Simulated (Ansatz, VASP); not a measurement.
Two plane-wave programs on Ni

```xyz
2
Lattice="2.4199 0.0000 0.0000 -1.2100 2.0957 0.0000 0.0000 0.0000 3.9660" Properties=species:S:1:pos:R:3 pbc="T T T"
Ni    0.0000    1.3971    0.9915
Ni    1.2100    0.6986    2.9745
```

Alike in both runs: task single point; functional PBE; k mesh 24 × 24 × 13; occupations fermi-dirac, width 0.05 eV; collinear spin.

```csv
,VASP,Ansatz
version,VASP 6.6.1,Ansatz 0.2.0
potentials or method,"VASP PAW PBE potentials, release 64 (Ni), cutoff 520 eV","plane waves (420 eV) with PAW, scalar-relativistic"
valence electrons in the cell,20,36
```

```csv
,VASP,Ansatz,Ansatz less VASP
pressure (GPa),19.5,20.0,+0.50
"traceless stress, the component that is largest in VASP (GPa)",0.37,0.40,+0.027
net moment per atom (μB),0.61,0.62,+0.013
size of the moment on the site where the two differ most (μB),0.62,0.66,+0.043
```

Site moments also hang on the region over which each program counts them. VASP's potentials hold 20 valence electrons a cell and Ansatz's 36, so a difference there can come from the potentials and not from the codes.
